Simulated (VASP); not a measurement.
GdN: single point with PBE+U

The system is GdN.

```
Gd N
1.0
     0.00000    2.55817    2.55817
     2.55817    0.00000    2.55817
     2.55817    2.55817    0.00000
Gd N
1 1
Cartesian
  2.5582 2.5582 2.5582
  0.0000 0.0000 0.0000
```

```json
{"Program": "VASP 6.6.1", "Task": "single point", "Functional": "PBE", "Potentials or basis": "VASP PAW PBE potentials, release 64 (Gd, N)", "Cutoff": "520 eV", "k mesh": "10 × 10 × 10", "Occupations": "gaussian, width 0.05 eV", "Spin": "collinear spin, ferromagnetic start", "Starting moments": "[7.65, -0.16] μB", "Hubbard terms": "Gd f U = 6.0 eV"}
```

| Property | Result |
| --- | --- |
| Pressure | -8.4 GPa |
| Band gap on the k mesh | zero (filled and empty bands overlap) |
| Net moment | 7.00 μB per cell |
| Site moments | Gd +6.87; N -0.11 μB |
| Valence electrons inside the program's atomic spheres | Gd 15.15; N 3.60 |

Levels at points of the mesh, in eV from the Fermi level:
Spin up:
```csv
k point,band 13,band 14,band 15,band 16,band 17,band 18
"(0.00, 0.00, 0.00)",0.18,0.18,0.18,2.55,2.55,2.55
"(0.50, 0.00, 0.00)",-3.95,-2.16,-2.16,4.92,5.57,5.57
"(0.50, 0.50, 0.00)",-1.38,-0.24,-0.24,-0.16,5.95,6.14
```
Spin down:
| k point | band 4 | band 5 | band 6 | band 7 | band 8 | band 9 | band 10 | band 11 | band 12 | band 13 |
| --- | --- | --- | --- | --- | --- | --- | --- | --- | --- | --- |
| (0.00, 0.00, 0.00) | -18.75 | -12.68 | -0.32 | -0.32 | -0.32 | 3.24 | 3.34 | 3.34 | 3.34 | 4.29 |
| (0.50, 0.00, 0.00) | -18.84 | -11.09 | -3.73 | -2.08 | -2.08 | 4.24 | 4.58 | 4.58 | 4.84 | 4.84 |
| (0.50, 0.50, 0.00) | -19.08 | -12.35 | -1.13 | -0.48 | -0.48 | 0.47 | 4.64 | 4.67 | 4.76 | 4.76 |

Eigenvalues of the final occupation matrices:
| site | spin | trace | eigenvalues |
| --- | --- | --- | --- |
| site 1 f | 1 | 6.94 | 0.99 0.99 0.99 0.99 0.99 0.99 0.99 |
| site 1 f | 2 | 0.04 | 0.00 0.00 0.00 0.00 0.01 0.01 0.01 |

Wall time 99 s on 1 thread of Intel(R) Xeon(R) Platinum 8259CL CPU @ 2.50GHz (Skylake/Cascade Lake), on a shared host, peak memory 0.22 GiB.

Caveat: the cell stands under tension; spin-orbit coupling is left out, which moves the levels of the heavy elements; a cell with one magnetic atom can't hold antiferromagnetic order, which such compounds often take. The state reached can hang on the start; a lower one may exist.
